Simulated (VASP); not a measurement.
# NiO (Fm-3m) in VASP: a series of runs, part 2 of 2

VASP 6.6.1. The steps go on from the part before.

## 4. Relaxation of cell and atoms, PBE, collinear spin, ferromagnetic start

File INCAR:

```
SYSTEM = NiO
  PREC = Accurate
  ENCUT = 600
  EDIFF = 1E-7
  ISMEAR = 0
  SIGMA = 0.1
  LREAL = .False.
  LASPH = .True.
  NELM = 150
  ALGO = Normal
  ISIF = 3
  LWAVE = .False.
  LCHARG = .False.
  ISPIN = 2
  MAGMOM = 2 0
  LORBIT = 11
  LMAXMIX = 4
  GGA = PE
  IBRION = 2
  NSW = 90
  EDIFFG = -0.04
```

File KPOINTS:

```
Automatic mesh
0
Gamma
  8 8 8
  0 0 0
```

File POSCAR:

```
NiO
1.0
    0.0000000000      2.0913100200      2.0913100200
    2.0913100200      0.0000000000      2.0913100200
    2.0913100200      2.0913100200      0.0000000000
Ni O
1 1
Direct
    0.0000000000      0.0000000000      0.0000000000
    0.5000000000      0.5000000000      0.5000000000
```

Command:

```bash
$ cat potpaw_PBE.64/Ni/POTCAR potpaw_PBE.64/O/POTCAR > POTCAR
$ mpirun -np 1 vasp_std > vasp.out
```

Wall time 92 s (1 thread of Intel Xeon 8259CL, shared host); peak memory 0.16 GiB.

It converged, with:

```
Free energy                                           : -11.4841 eV
Relaxed volume                                        : 9.37 Å³/atom
Relaxed cell                                          : a = 2.982 Å, b = 2.982 Å, c = 2.982 Å, α = 60.00°, β = 60.00°, γ = 60.00°
Space group after relaxing (to 0.1 Å)                 : Fm-3m (No. 225)
Energy gained by relaxing                             : 3.2 meV/atom
Ionic steps                                           : 3
Pressure after relaxing                               : 0.0 GPa
Net moment                                            : 1.84 μB per cell
Site moments                                          : Ni +1.50; O +0.29 μB
Valence electrons inside the program's atomic spheres : Ni 8.93; O 4.97
```

Step by step:
```csv
step,energy change (eV),largest force (eV/Å),pressure (GPa),volume (Å³)
1,0.0000,0.0000,4.63,18.29
2,-0.0045,0.0000,-2.39,19.00
3,-0.0064,0.0000,0.00,18.75
```

Final structure:
```
CELL_PARAMETERS angstrom
0.00000 2.10841 2.10841
2.10841 0.00000 2.10841
2.10841 2.10841 0.00000
ATOMIC_POSITIONS crystal
Ni 0.00000 0.00000 0.00000
O 0.50000 0.50000 0.50000
```

Levels at points of the mesh, in eV from the Fermi level:
Spin up:
```csv
k point,band 7,band 8,band 9,band 10,band 11,band 12
"(0.00, 0.00, 0.00)",-2.65,-2.65,-2.65,1.37,17.76,18.69
"(0.50, 0.00, 0.00)",-1.47,0.18,0.18,5.53,9.68,13.81
"(0.50, 0.50, 0.00)",-2.37,-1.70,-1.70,5.93,10.38,12.09
```
Spin down:
```
           k point  band 5  band 6  band 7  band 8  band 9  band 10
(0.00, 0.00, 0.00)   -1.80   -1.80   -1.80   -0.53   -0.53     1.73
(0.50, 0.00, 0.00)   -0.95   -0.95   -0.59    2.19    2.19     5.71
(0.50, 0.50, 0.00)   -2.72   -0.77   -0.77   -0.13    0.36     6.40
```

Caveat: a cell with one magnetic atom can't hold antiferromagnetic order, which such compounds often take; semilocal functionals often make such compounds metallic where correlation or magnetic order opens a gap, which also shifts bond lengths.

## 5. Single point, PBE, collinear spin, ferromagnetic start

This run uses another cell than the first one, of 9.37 Å³/atom.

File INCAR:

```
PREC = Accurate
ENCUT = 520
EDIFF = 1E-6
ISMEAR = 0
SIGMA = 0.1
LREAL = False
LASPH = True
NELM = 150
ALGO = Normal
ISIF = 2
LWAVE = False
LCHARG = True
ISPIN = 2
MAGMOM = 1.64 0.34
LORBIT = 11
LMAXMIX = 4
GGA = PE
LELF = True
LVHAR = True
NBANDS = 19
```

File KPOINTS:

```
regular mesh
0
Gamma
  22 22 22
```

File POSCAR:

```
NiO
1.0
    0.0000000000      2.1081818367      2.1081818367
    2.1081818367      0.0000000000      2.1081818367
    2.1081818367      2.1081818367      0.0000000000
Ni O
1 1
Direct
    0.0000000000      0.0000000000      0.0000000000
    0.5000000000      0.5000000000      0.5000000000
```

Potentials or basis: VASP PAW PBE potentials, release 64 (Ni, O).

Command:

```bash
$ cat potpaw_PBE.64/Ni/POTCAR potpaw_PBE.64/O/POTCAR > POTCAR
$ mpirun -np 1 vasp_std > vasp.out
```

OUTCAR:

```text
PREC = Accurate
   ENCUT = 520
   EDIFF = 1E-6
   ISMEAR = 0
   LREAL = False
   LASPH = True
   NELM = 150
   ISIF = 2
   ISPIN = 2
   LORBIT = 11
   GGA = PE

 ion  position               nearest neighbor table
   1  0.000  0.000  0.000-   2 2.11   2 2.11   2 2.11   2 2.11   2 2.11   2 2.11
   2  0.500  0.500  0.500-   1 2.11   1 2.11   1 2.11   1 2.11   1 2.11   1 2.11

  LATTYP: Found a face centered cubic cell.
 ALAT       =     4.2163636734

  Lattice vectors:

 A1 = (   0.0000000000,   2.1081818367,   2.1081818367)
 A2 = (   2.1081818367,   0.0000000000,   2.1081818367)
 A3 = (   2.1081818367,   2.1081818367,   0.0000000000)

Analysis of symmetry for initial positions (statically):
=====================================================================
 Subroutine PRICEL returns:
 Original cell was already a primitive cell.

 Routine SETGRP: Setting up the symmetry group for a
 face centered cubic supercell.

 Subroutine GETGRP returns: Found 48 space group operations
 (whereof 48 operations were pure point group operations)
 out of a pool of 48 trial point group operations.

The static configuration has the point symmetry O_h .

Analysis of symmetry for dynamics (positions and initial velocities):
=====================================================================
 Subroutine PRICEL returns:
 Original cell was already a primitive cell.

 Routine SETGRP: Setting up the symmetry group for a
 face centered cubic supercell.

 Subroutine GETGRP returns: Found 48 space group operations
 (whereof 48 operations were pure point group operations)
 out of a pool of 48 trial point group operations.

The dynamic configuration has the point symmetry O_h .

Analysis of structural, dynamic, and magnetic symmetry:
=====================================================================
 Subroutine PRICEL returns:
 Original cell was already a primitive cell.

 Routine SETGRP: Setting up the symmetry group for a
 face centered cubic supercell.

 Subroutine GETGRP returns: Found 48 space group operations
[... 147 lines left out ...]
  ---------------------------------------------------
  free energy    TOTEN  =       -11.48202848 eV

  energy without entropy =      -11.47629787  energy(sigma->0) =      -11.47916317

 E-fermi :   7.4782     XC(G=0): -12.5135

 val. band max:        7.4747291697   @ k =   0.3182   0.2273   0.0000
 cond. band min:       7.4800154914   @ k =   0.3636   0.2727   0.0455
 fundamental gap:      0.0052863216
 Fermi energy:         7.4781807132

 spin component 1

 k-point     1 :       0.0000    0.0000    0.0000
  band No.  band energies     occupation
      1     -12.6123      1.00000
      2       4.3742      1.00000
      3       4.3743      1.00000
      4       4.6121      1.00000
      5       4.6121      1.00000
      6       4.6121      1.00000
[... 517 lines left out ...]
     18      35.9195      0.00000
     19      36.3434      0.00000

 [... further k-points ...]

 spin component 2

 k-point     1 :       0.0000    0.0000    0.0000
  band No.  band energies     occupation
      1     -12.1679      1.00000
      2       5.1234      1.00000
      3       5.1234      1.00000
      4       5.1234      1.00000
      5       5.7058      1.00000
      6       5.7060      1.00000
[... 517 lines left out ...]
     18      36.2262      0.00000
     19      36.6830      0.00000

 [... further k-points ...]

------------------------ aborting loop because EDIFF is reached ----------------------------------------

  FORCE on cell =-STRESS in cart. coord.  units (eV):
  Direction    XX          YY          ZZ          XY          YZ          ZX
  --------------------------------------------------------------------------------------
  -------------------------------------------------------------------------------------
  Total       -0.0543750     -0.0543750     -0.0543750      0.0000000      0.0000000      0.0000000
  in kB       -4.6489604     -4.6489604     -4.6489604      0.0000000      0.0000000      0.0000000
  external PRESSURE =      -4.6489604 kB  Pullay stress =       0.0000000 kB

 VOLUME and BASIS-vectors are now :
 -----------------------------------------------------------------------------
  energy-cutoff  :      520.00
  volume of cell :       18.74
      direct lattice vectors                 reciprocal lattice vectors
     0.000000000  2.108181837  2.108181837    -0.237171192  0.237171192  0.237171192
     2.108181837  0.000000000  2.108181837     0.237171192 -0.237171192  0.237171192
     2.108181837  2.108181837  0.000000000     0.237171192  0.237171192 -0.237171192

 POSITION                                       TOTAL-FORCE (eV/Angst)
 -----------------------------------------------------------------------------------
      0.00000      0.00000      0.00000         0.000000      0.000000      0.000000
      2.10818      2.10818      2.10818        -0.000000      0.000000     -0.000000
 -----------------------------------------------------------------------------------
    total drift:                                0.000000     -0.000000     -0.000000

  FREE ENERGIE OF THE ION-ELECTRON SYSTEM (eV)
  ---------------------------------------------------
  free  energy   TOTEN  =       -11.4820284778 eV

  energy  without entropy=      -11.4762978690  energy(sigma->0) =      -11.47916317

 total charge

# of ion       s       p       d       tot
------------------------------------------
    1        0.323   0.383   8.227   8.934
    2        1.557   3.409   0.000   4.966
--------------------------------------------------
tot          1.880   3.793   8.227  13.900

 magnetization (x)

# of ion       s       p       d       tot
------------------------------------------
    1        0.011   0.015   1.429   1.455
    2        0.027   0.244   0.000   0.271
--------------------------------------------------
tot          0.038   0.258   1.429   1.726
```

OSZICAR:

```text
N       E                     dE             d eps       ncg     rms          rms(c)
DAV:   1     0.848353908713E+02    0.84835E+02   -0.70625E+03 26473   0.103E+03
DAV:   2    -0.850023988739E+01   -0.93336E+02   -0.81363E+02 25780   0.234E+02
DAV:   3    -0.137462475940E+02   -0.52460E+01   -0.50169E+01 28914   0.564E+01
DAV:   4    -0.137942432763E+02   -0.47996E-01   -0.47947E-01 27574   0.523E+00
DAV:   5    -0.137949856672E+02   -0.74239E-03   -0.74233E-03 28345   0.652E-01    0.150E+01
DAV:   6    -0.127760559229E+02    0.10189E+01   -0.13355E+01 32684   0.614E+01    0.195E+01
DAV:   7    -0.115097588545E+02    0.12663E+01   -0.46693E+00 31814   0.490E+01    0.614E+00
DAV:   8    -0.114815091893E+02    0.28250E-01   -0.23960E-01 32190   0.753E+00    0.385E+00
DAV:   9    -0.114817261294E+02   -0.21694E-03   -0.37407E-02 37075   0.341E+00    0.117E+00
DAV:  10    -0.114818844237E+02   -0.15829E-03   -0.62779E-03 27091   0.665E-01    0.326E-01
DAV:  11    -0.114820399749E+02   -0.15555E-03   -0.29206E-04 30319   0.351E-01    0.147E-01
DAV:  12    -0.114820140966E+02    0.25878E-04   -0.40436E-04 34117   0.501E-01    0.509E-02
DAV:  13    -0.114820292641E+02   -0.15167E-04   -0.67106E-05 28039   0.831E-02    0.391E-02
DAV:  14    -0.114820269546E+02    0.23094E-05   -0.15299E-05 33137   0.685E-02    0.101E-02
DAV:  15    -0.114820282000E+02   -0.12453E-05   -0.29088E-06 25904   0.161E-02    0.548E-03
DAV:  16    -0.114820284778E+02   -0.27785E-06   -0.34427E-07 12911   0.159E-02
   1 F= -.11482028E+02 E0= -.11479163E+02  d E =-.573061E-02  mag=     1.7711
```

stdout:

```text
POSCAR found type information on POSCAR NiO
 POSCAR found :  2 types and       2 ions
 scaLAPACK will be used
 LDA part: xc-table for (Slater+PW92), standard interpolation
 POSCAR, INCAR and KPOINTS ok, starting setup
 FFT: planning ... GRIDC
 FFT: planning ... GRID_SOFT
 FFT: planning ... GRID
 WAVECAR not read
 entering main loop
```

It took 5.6 min on 1 thread of Intel Xeon 8259CL, shared host; peak memory 0.3 GiB.

What came out:

```
Free energy                                           : -11.4820 eV
Pressure                                              : -0.5 GPa
Net moment                                            : 1.77 μB per cell
Site moments                                          : Ni +1.46; O +0.27 μB
Valence electrons inside the program's atomic spheres : Ni 8.93; O 4.97
```

Caveat: a cell with one magnetic atom can't hold antiferromagnetic order, which such compounds often take; semilocal functionals often make such compounds metallic where correlation or magnetic order opens a gap, which also shifts bond lengths.

## 6. The runs side by side

```tsv
task	cell	k mesh	cutoff (eV)	gap on the mesh (eV)	pressure (GPa)	moment (μB)
single point	a = 2.958 Å, angles 60.0°, 2 atoms	8 × 8 × 8	520	none	4.9	1.81
single point	a = 2.982 Å, angles 60.0°, 2 atoms	8 × 8 × 8	520	none	0.0	1.84
relaxation of cell and atoms	relaxed from a = 2.958 Å, angles 60.0°, 2 atoms	8 × 8 × 8	600	none	0.0	1.84
single point	a = 2.981 Å, angles 60.0°, 2 atoms	22 × 22 × 22	520	none	-0.5	1.77
```

Alike in all rows: level PBE; potentials or basis VASP PAW PBE potentials, release 64 (Ni, O); spin collinear, ferromagnetic start; smearing gaussian 0.1 eV.

Caveats: a cell with one magnetic atom can't hold antiferromagnetic order, which such compounds often take; semilocal functionals often make such compounds metallic where correlation or magnetic order opens a gap, which also shifts bond lengths; the cell stands under pressure (at least some runs).

Total energies depend on the potentials used, so only differences within one code and one set of settings carry meaning.

## 7. Comparison with measurements

Step 3. A measured gap of NiO is 4.3 eV (quoted in “Local correlations, non-local screening, multiplets, and band formation in NiO”, 2012, arxiv:1210.6675); the calculated 0.00 eV misses it by -4.30 eV. So large a miss can be the level of theory's own, or it may mean another phase, state or a wrong row. The value is that of PBE on a finite k mesh, which can miss the band edges, without temperature or zero-point motion. Semilocal functionals fall short of measured gaps as a rule. The run's magnetic order (collinear spin, ferromagnetic start) needn't be the measured crystal's.

Step 5. A measured gap of NiO is 4.3 eV (quoted in “Local correlations, non-local screening, multiplets, and band formation in NiO”, 2012, arxiv:1210.6675); the calculated 0.00 eV misses it by -4.30 eV. So large a miss can be the level of theory's own, or it may mean another phase, state or a wrong row. The value is that of PBE on a finite k mesh, which can miss the band edges, without temperature or zero-point motion. Semilocal functionals fall short of measured gaps as a rule. The run's magnetic order (collinear spin, ferromagnetic start) needn't be the measured crystal's.
